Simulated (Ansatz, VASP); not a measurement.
# One calculation of AlO5, two programs

```
CELL_PARAMETERS angstrom
0.00000 2.96233 2.96233
2.96233 0.00000 2.96233
2.96233 2.96233 0.00000
ATOMIC_POSITIONS crystal
Al 0.00000 0.00000 0.00000
O 0.12500 0.62500 0.62500
O 0.62500 0.62500 0.62500
O 0.62500 0.12500 0.62500
O 0.62500 0.62500 0.12500
O 0.25000 0.25000 0.25000
```

Change from the starting cell: species swapped into the TmCu5 type (F-43m, No. 216).

Alike in both runs: task relaxation of cell and atoms; functional PBE; k mesh 12 × 12 × 12; occupations gaussian, width 0.1 eV; collinear spin.

|  | VASP | Ansatz |
| --- | --- | --- |
| version | VASP 6.6.1 | Ansatz 0.2.0 |
| potentials or method | VASP PAW PBE potentials, release 64 (Al, O), cutoff 600 eV | scalar-relativistic, plane waves, PAW |
| valence electrons in the cell | 33 | 33 |

```csv
,VASP,Ansatz,Ansatz less VASP
"gap on the k mesh at the Fermi level, each at its own relaxed structure (eV)",none,none,-
net moment per atom (μB),0.47,0.48,+0.001
size of the moment on the site where the two differ most (μB),0.96,1.11,+0.145
relaxed volume (Å³/atom),8.62,8.66,+0.032
relaxed cell length with the largest relative difference (Å),4.183,4.188,+0.0052
```

Site moments also hang on the region over which each program counts them. A gap of «none» marks a metal or a gap that the smearing closes.
